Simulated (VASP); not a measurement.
# Ta in VASP: notebook

Runs on Ta. Level: PBE. Tasks: single point.

All numbers are computed with VASP 6.6.1; they aren't measurements. Logs are shortened: lines on timing, memory, paths and dates and some standing lists are left out, and cuts for length are marked.

## 1. The cell of the first run

The cell holds a slab with vacuum, 3 atoms: a = 2.875 Å, b = 2.875 Å, c = 20.695 Å, α = 90.00°, β = 90.00°, γ = 109.47°.

## 2. Single point, PBE

INCAR reads:

```
SYSTEM = Ta
PREC = Accurate
ENCUT = 400
EDIFF = 1E-6
ISMEAR = -1
SIGMA = 0.1
LREAL = .False.
LASPH = .True.
NELM = 120
ALGO = Normal
ISIF = 2
LWAVE = .False.
LCHARG = .False.
LDIPOL = .True.
IDIPOL = 3
DIPOL = 0.5 0.5 0.500
GGA = PE
NBANDS = 24
GGA_COMPAT = .False.
NELMDL = -8
```

KPOINTS reads:

```
Automatic mesh
0
Gamma
  13 13 1
  0 0 0
```

POSCAR reads:

```
Ta
1.0
    2.8752873597      0.0000000000      0.0000000000
   -0.9584291199      2.7108469199      0.0000000000
    0.0000000000      0.0000000000     20.6953000000
Ta
3
Direct
    0.0000000000      0.0000000000      0.3865606056
    0.5000000000      0.5000000000      0.5000000000
    0.0000000000      0.0000000000      0.6134393944
```

Potentials or basis: VASP PAW PBE potentials, release 64 (Ta_pv).

Run with:

```bash
$ cat potpaw_PBE.64/Ta_pv/POTCAR > POTCAR
$ mpirun -np 1 vasp_std > vasp.out
```

OUTCAR:

```text
SYSTEM = Ta
   PREC = Accurate
   ENCUT = 400
   EDIFF = 1E-6
   ISMEAR = -1
   LREAL = .False.
   LASPH = .True.
   NELM = 120
   ISIF = 2
   GGA = PE
   NELMDL = -8

 ion  position               nearest neighbor table
   1  0.000  0.000  0.387-   2 2.88   2 2.88   2 3.32   2 3.32
   2  0.500  0.500  0.500-   1 2.88   3 2.88   1 2.88   3 2.88   1 3.32   3 3.32   1 3.32   3 3.32

   3  0.000  0.000  0.613-   2 2.88   2 2.88   2 3.32   2 3.32

  LATTYP: Found a base centered orthorhombic cell.
 ALAT       =     3.3200958623
 B/A-ratio  =     1.4142135624
 C/A-ratio  =     6.2333441137

  Lattice vectors:

 A1 = (   2.8752873597,   0.0000000000,   0.0000000000)
 A2 = (  -0.9584291199,   2.7108469199,   0.0000000000)
 A3 = (   0.0000000000,   0.0000000000,  20.6953000000)

Analysis of symmetry for initial positions (statically):
=====================================================================
 Subroutine PRICEL returns:
 Original cell was already a primitive cell.

 Routine SETGRP: Setting up the symmetry group for a
 base centered orthorhombic supercell.

 Subroutine GETGRP returns: Found  8 space group operations
 (whereof  8 operations were pure point group operations)
 out of a pool of  8 trial point group operations.

The static configuration has the point symmetry D_2h.

Analysis of symmetry for dynamics (positions and initial velocities):
=====================================================================
 Subroutine PRICEL returns:
 Original cell was already a primitive cell.

 Routine SETGRP: Setting up the symmetry group for a
 base centered orthorhombic supercell.

 Subroutine GETGRP returns: Found  8 space group operations
 (whereof  8 operations were pure point group operations)
 out of a pool of  8 trial point group operations.

The dynamic configuration has the point symmetry D_2h.

 Subroutine INISYM returns: Found  8 space group operations
 (whereof  8 operations are pure point group operations),
 and found     1 'primitive' translations

----------------------------------------------------------------------------------------

                                     Primitive cell

  volume of cell :     161.3088

  direct lattice vectors                    reciprocal lattice vectors
     2.875287360  0.000000000  0.000000000     0.347791325  0.122962802  0.000000000
    -0.958429120  2.710846920  0.000000000     0.000000000  0.368888406  0.000000000
     0.000000000  0.000000000 20.695300000     0.000000000  0.000000000  0.048320150

  length of vectors
     2.875287360  2.875287360 20.695300000     0.368888406  0.368888406  0.048320150

  position of ions in fractional coordinates (direct lattice)
     0.000000000  0.000000000  0.386560606
     0.500000000  0.500000000  0.500000000
     0.000000000  0.000000000  0.613439394

  ion indices of the primitive-cell ions
   primitive index   ion index
                 1           1
                 2           2
                 3           3

----------------------------------------------------------------------------------------

 KPOINTS: Automatic mesh

Automatic generation of k-mesh.
 Grid dimensions read from file:
 generate k-points for:   13   13    1

 Generating k-lattice:

  Cartesian coordinates                     Fractional coordinates (reciprocal lattice)
     0.026753179  0.009458677  0.000000000     0.076923077  0.000000000  0.000000000
     0.000000000  0.028376031  0.000000000     0.000000000  0.076923077  0.000000000
     0.000000000  0.000000000  0.048320150     0.000000000  0.000000000  1.000000000

  Length of vectors
     0.028376031  0.028376031  0.048320150

  Shift w.r.t. Gamma in fractional coordinates (k-lattice)
     0.000000000  0.000000000  0.000000000

 Subroutine IBZKPT returns following result:
 ===========================================

 Found     49 irreducible k-points:

 Following reciprocal coordinates:
            Coordinates               Weight
  0.000000  0.000000  0.000000      1.000000
  0.076923 -0.000000  0.000000      4.000000
  0.153846 -0.000000  0.000000      4.000000
  0.230769 -0.000000  0.000000      4.000000
  0.307692 -0.000000  0.000000      4.000000
  0.384615 -0.000000  0.000000      4.000000
[... 16 lines left out ...]
  0.384615  0.153846  0.000000      4.000000
  0.461538  0.153846  0.000000      4.000000
 [... further k-points ...]
   k-points           NKPTS =     49   k-points in BZ     NKDIM =     49   number of bands    NBANDS=     24
   number of dos      NEDOS =    301   number of ions     NIONS =      3
   total plane-waves  NPLWV =  56000
   dimension x,y,z NGX =    20 NGY =   20 NGZ =  140
   dimension x,y,z NGXF=    40 NGYF=   40 NGZF=  280
   ions per type =               3
   NGX,Y,Z   is equivalent  to a cutoff of  11.56, 11.56, 11.25 a.u.
   NGXF,Y,Z  is equivalent  to a cutoff of  23.13, 23.13, 22.49 a.u.
 SYSTEM =  Ta
   PREC   = accura    normal or accurate (medium, high low for compatibility)
   ISTART =      0    job   : 0-new  1-cont  2-samecut
   ICHARG =      2    charge: 1-file 2-atom 10-const
   ISPIN  =      1    spin polarized calculation?
   LNONCOLLINEAR =      F non collinear calculations
   LSORBIT =      F    spin-orbit coupling
   LASPH  =      T    aspherical Exc in radial PAW
   ENCUT  =  400.0 eV  29.40 Ry    5.42 a.u.   4.69  4.69 33.75*2*pi/ulx,y,z
   NELM   =    120;   NELMIN=  2; NELMDL= -8     # of ELM steps
   EDIFF  = 0.1E-05   stopping-criterion for ELM
   LREAL  =      F    real-space projection
   EDIFFG = 0.1E-04   stopping-criterion for IOM
   NSW    =      0    number of steps for IOM
   IBRION =     -1    ionic relax: 0-MD 1-quasi-New 2-CG
   NFREE  =      0    steps in history (QN), initial steepest desc. (CG)
   ISIF   =      2    stress and relaxation
   ISYM   =      2    0-nonsym 1-usesym 2-fastsym
   POTIM  = 0.5000    time-step for ionic-motion
   TEBEG  =    0.0;   TEEND  =   0.0 temperature during run
   PSTRESS=    0.0 pullay stress
   NELECT =      33.0000    total number of electrons
   NUPDOWN=      -1.0000    fix difference up-down
   EMIN   =  10.00;   EMAX   =-10.00  energy-range for DOS
   EFERMI =   0.00;   METHOD = LEGACY
   ISMEAR =    -1;   SIGMA  =   0.10  broadening in eV -4-tet -1-fermi 0-gaus
   EFERMI_NEDOS =   21; number of points for ismear=-14 and -15
   IALGO  =     38    algorithm
   IMIX   =      4    mixing-type and parameters
     AMIX     =   0.40;   BMIX     =  1.00
     AMIX_MAG =   1.60;   BMIX_MAG =  1.00
  volume/ion in A,a.u.               =      53.77       362.86
  Fermi-wavevector in a.u.,A,eV,Ry     =   0.964629  1.822884 12.660336  0.930508
  Thomas-Fermi vector in A             =   2.094276
   LORBIT       =      0    0 simple, 1 ext, 2 COOP (PROOUT), +10 PAW based schemes
   GGA     = PE    functional components
   LHFCALC =     F    Hartree Fock is set to
   AEXX    =    0.0000 exact exchange contribution
   IVDW    =     0    specifies the selected vdW correction
   LEPSILON=     F    determine dielectric tensor
   LRPA    =     F    only Hartree local field effects (RPA)
 non-spin polarized calculation
  energy-cutoff  :      400.00
  volume of cell :      161.31
 maximum number of plane-waves:      2965
   NGX =  9   NGY =  9   NGZ = 67

 dipolmoment           0.000000      0.000000     -0.000000 electrons x Angstroem

 number of electron      33.0000007 magnetization

 dipolmoment           0.000000      0.000000      0.000000 electrons x Angstroem

 Free energy of the ion-electron system (eV)
  ---------------------------------------------------
  ext. energy  EPLUGINS =         0.00000000
  ---------------------------------------------------
  free energy    TOTEN  =       -33.15733335 eV

  energy without entropy =      -33.02430239  energy(sigma->0) =      -33.09081787

 E-fermi :  -1.0917     XC(G=0):  -5.3219

 val. band max:       -1.1175873757   @ k =   0.4615   0.1538   0.0000
 cond. band min:      -1.0531334956   @ k =   0.0769   0.0769   0.0000
 fundamental gap:      0.0644538801
 Fermi energy:        -1.0917299242

 k-point     1 :       0.0000    0.0000    0.0000
  band No.  band energies     occupation
      1     -35.5890      2.00000
      2     -35.3494      2.00000
      3     -34.8811      2.00000
      4     -34.8331      2.00000
      5     -34.7446      2.00000
      6     -34.6450      2.00000
[... 16 lines left out ...]
     23       2.2068      0.00000
     24       2.4630      0.00000

 k-point     2 :       0.0769   -0.0000    0.0000
  band No.  band energies     occupation
      1     -35.5756      2.00000
      2     -35.3499      2.00000
      3     -34.9023      2.00000
      4     -34.8822      2.00000
      5     -34.7245      2.00000
      6     -34.6707      2.00000
[... 16 lines left out ...]
     23       2.2086      0.00000
     24       2.4940      0.00000

 k-point     3 :       0.1538   -0.0000    0.0000
  band No.  band energies     occupation
      1     -35.5384      2.00000
      2     -35.3544      2.00000
      3     -34.9998      2.00000
      4     -34.9825      2.00000
      5     -34.7260      2.00000
      6     -34.7234      2.00000
[... 16 lines left out ...]
     23       2.1003      0.00000
     24       2.4330      0.00000

 k-point     4 :       0.2308   -0.0000    0.0000
  band No.  band energies     occupation
      1     -35.4879      2.00000
      2     -35.3727      2.00000
      3     -35.1585      2.00000
      4     -35.1295      2.00000
      5     -34.8231      2.00000
      6     -34.7777      2.00000
[... 16 lines left out ...]
     23       2.2808      0.00000
     24       2.3575      0.00000

 k-point     5 :       0.3077   -0.0000    0.0000
  band No.  band energies     occupation
      1     -35.4660      2.00000
      2     -35.4183      2.00000
      3     -35.2998      2.00000
      4     -35.2886      2.00000
      5     -34.9477      2.00000
      6     -34.8284      2.00000
[... 16 lines left out ...]
     23       2.6003      0.00000
     24       2.8511      0.00000

 k-point     6 :       0.3846   -0.0000    0.0000
  band No.  band energies     occupation
      1     -35.5463      2.00000
      2     -35.4857      2.00000
      3     -35.4430      2.00000
      4     -35.2878      2.00000
      5     -35.0228      2.00000
      6     -34.8727      2.00000
[... 16 lines left out ...]
     23       2.6718      0.00000
     24       3.3751      0.00000
[... 379 lines left out ...]
 k-point    21 :       0.2308    0.1538    0.0000
  band No.  band energies     occupation
      1     -35.4103      2.00000
      2     -35.4035      2.00000
      3     -35.2289      2.00000
      4     -35.1671      2.00000
      5     -34.9298      2.00000
      6     -34.9194      2.00000
[... 16 lines left out ...]
     23       3.1687      0.00000
     24       3.3580      0.00000

 k-point    22 :       0.3077    0.1538    0.0000
  band No.  band energies     occupation
      1     -35.4409      2.00000
      2     -35.4325      2.00000
      3     -35.3178      2.00000
      4     -35.2640      2.00000
      5     -34.9873      2.00000
      6     -34.9720      2.00000
[... 16 lines left out ...]
     23       3.0685      0.00000
     24       3.5251      0.00000

 k-point    23 :       0.3846    0.1538    0.0000
  band No.  band energies     occupation
      1     -35.5308      2.00000
      2     -35.4691      2.00000
      3     -35.4457      2.00000
      4     -35.2424      2.00000
      5     -35.0454      2.00000
      6     -35.0087      2.00000
[... 16 lines left out ...]
     23       3.0092      0.00000
     24       3.5856      0.00000

 k-point    24 :       0.4615    0.1538    0.0000
  band No.  band energies     occupation
      1     -35.5804      2.00000
      2     -35.5118      2.00000
      3     -35.4870      2.00000
      4     -35.2478      2.00000
      5     -35.0807      2.00000
      6     -34.9923      2.00000
[... 16 lines left out ...]
     23       3.0824      0.00000
     24       3.7070      0.00000

 [... further k-points ...]

------------------------ aborting loop because EDIFF is reached ----------------------------------------

 vacuum level on the upper side and lower side of the slab       (xc-potential included)        -0.143        -0.143

  FORCE on cell =-STRESS in cart. coord.  units (eV):
  Direction    XX          YY          ZZ          XY          YZ          ZX
  --------------------------------------------------------------------------------------
  -------------------------------------------------------------------------------------
  Total       -4.5620956     -4.5179684     -2.3387545      0.0624053      0.0000000      0.0000000
  in kB      -45.3123921    -44.8741048    -23.2293595      0.6198319      0.0000000      0.0000000
  external PRESSURE =     -37.8052854 kB  Pullay stress =       0.0000000 kB

 VOLUME and BASIS-vectors are now :
 -----------------------------------------------------------------------------
  energy-cutoff  :      400.00
  volume of cell :      161.31
      direct lattice vectors                 reciprocal lattice vectors
     2.875287360  0.000000000  0.000000000     0.347791325  0.122962802  0.000000000
    -0.958429120  2.710846920  0.000000000     0.000000000  0.368888406  0.000000000
     0.000000000  0.000000000 20.695300000     0.000000000  0.000000000  0.048320150

 POSITION                                       TOTAL-FORCE (eV/Angst)
 -----------------------------------------------------------------------------------
      0.00000      0.00000      7.99999         0.000000      0.000000      0.491544
      0.95843      1.35542     10.34765        -0.000000      0.000000      0.000000
      0.00000      0.00000     12.69531        -0.000000      0.000000     -0.491544
 -----------------------------------------------------------------------------------
    total drift:                               -0.000000     -0.000000      0.000000

  FREE ENERGIE OF THE ION-ELECTRON SYSTEM (eV)
  ---------------------------------------------------
  free  energy   TOTEN  =       -33.1573333486 eV

  energy  without entropy=      -33.0243023855  energy(sigma->0) =      -33.09081787

 vacuum level on the upper side and lower side of the slab         3.571         3.571
```

Run time: 4.5 min. Hardware: 1 thread of AMD EPYC 9R45 (Zen 5), shared host; peak memory 0.23 GiB.

Results:

```yaml
Free_energy: -33.1573 eV
Largest_force: 0.492 eV/Å
```

Forces on the atoms (eV/Å):
```
Ta   0.000  0.000  0.492
Ta   0.000  0.000  0.000
Ta   0.000  0.000 -0.492
```

Levels at points of the mesh, in eV from the Fermi level:
```tsv
k point	band 13	band 14	band 15	band 16	band 17	band 18	band 19	band 20
(0.00, 0.00, 0.00)	-1.40	-0.73	-0.45	-0.27	0.15	0.36	0.90	1.29
```

Caveat: spin-orbit coupling is left out, which moves the levels of the heavy elements.

## 3. Single point, PBE

INCAR reads:

```
SYSTEM = Ta
PREC = Accurate
ENCUT = 400
EDIFF = 1E-6
ISMEAR = -1
SIGMA = 0.1
LREAL = .FALSE.
LASPH = .TRUE.
NELM = 120
ALGO = Normal
ISIF = 2
LWAVE = .FALSE.
LCHARG = .TRUE.
LDIPOL = .TRUE.
IDIPOL = 3
DIPOL = 0.5 0.5 0.500
GGA = PE
LELF = .TRUE.
LVHAR = .TRUE.
LVACPOTAV = .TRUE.
NBANDS = 24
GGA_COMPAT = .FALSE.
NELMDL = -8
```

KPOINTS reads:

```
regular mesh
0
G
  13 13 1
  0 0 0
```

POSCAR reads:

```
Ta
1.0
    2.8752873597      0.0000000000      0.0000000000
   -0.9584291199      2.7108469199      0.0000000000
    0.0000000000      0.0000000000     20.6953000000
Ta
3
Direct
    0.0000000000      0.0000000000      0.3903954831
    0.5000000000      0.5000000000      0.4999999909
    0.0000000000      0.0000000000      0.6096045260
```

Potentials or basis: VASP PAW PBE potentials, release 64 (Ta_pv).

Run with:

```bash
$ cat potpaw_PBE.64/Ta_pv/POTCAR > POTCAR
$ mpirun -np 1 vasp_std > vasp.out
```

Wall time 5 min (1 thread of AMD EPYC 9R45 (Zen 5), shared host); peak memory 0.23 GiB.

The run converged. Its results:

| Quantity | Value |
| --- | --- |
| Free energy | -33.1984 eV |
| Largest force | 0.004 eV/Å |

Forces in eV/Å, atoms in the order of the input:
```
Ta   0.000  0.000  0.004
Ta   0.000  0.000  0.000
Ta   0.000  0.000 -0.004
```

Levels at points of the mesh, in eV from the Fermi level:
```
           k point  band 14  band 15  band 16  band 17  band 18  band 19
(0.00, 0.00, 0.00)    -0.76    -0.42    -0.30     0.27     0.57     1.01
```

Caveat: spin-orbit coupling is left out, which moves the levels of the heavy elements.

## 4. Single point, PBE

INCAR reads:

```
PREC = Accurate ; ENCUT = 400
EDIFF = 1E-6 ; ISMEAR = -1
SIGMA = 0.1 ; LREAL = F
LASPH = T ; NELM = 120
ALGO = Normal ; ISIF = 2
LWAVE = F ; LCHARG = F
LDIPOL = T ; IDIPOL = 3
DIPOL = 0.5 0.5 0.500 ; GGA = PE
NBANDS = 24 ; GGA_COMPAT = F
NELMDL = -8
```

KPOINTS reads:

```
regular mesh
0
Gamma
  13 13 1
```

POSCAR is that of step 3.

Run with:

```bash
$ cat potpaw_PBE.64/Ta_pv/POTCAR > POTCAR
$ mpirun -np 1 vasp_std > vasp.out
```

It took 4.6 min on 1 thread of AMD EPYC 9R45 (Zen 5), shared host; peak memory 0.23 GiB.

The run converged. Its results:

```yaml
Free_energy: -33.1984 eV
Largest_force: 0.004 eV/Å
```

Forces in eV/Å, atoms in the order of the input:
```
Ta   0.000  0.000  0.004
Ta   0.000  0.000  0.000
Ta   0.000  0.000 -0.004
```

Levels at points of the mesh, in eV from the Fermi level:
```
           k point  band 13  band 14  band 15  band 16  band 17  band 18  band 19  band 20
(0.00, 0.00, 0.00)    -1.56    -0.76    -0.42    -0.30     0.27     0.57     1.01     1.17
```

Caveat: spin-orbit coupling is left out, which moves the levels of the heavy elements.
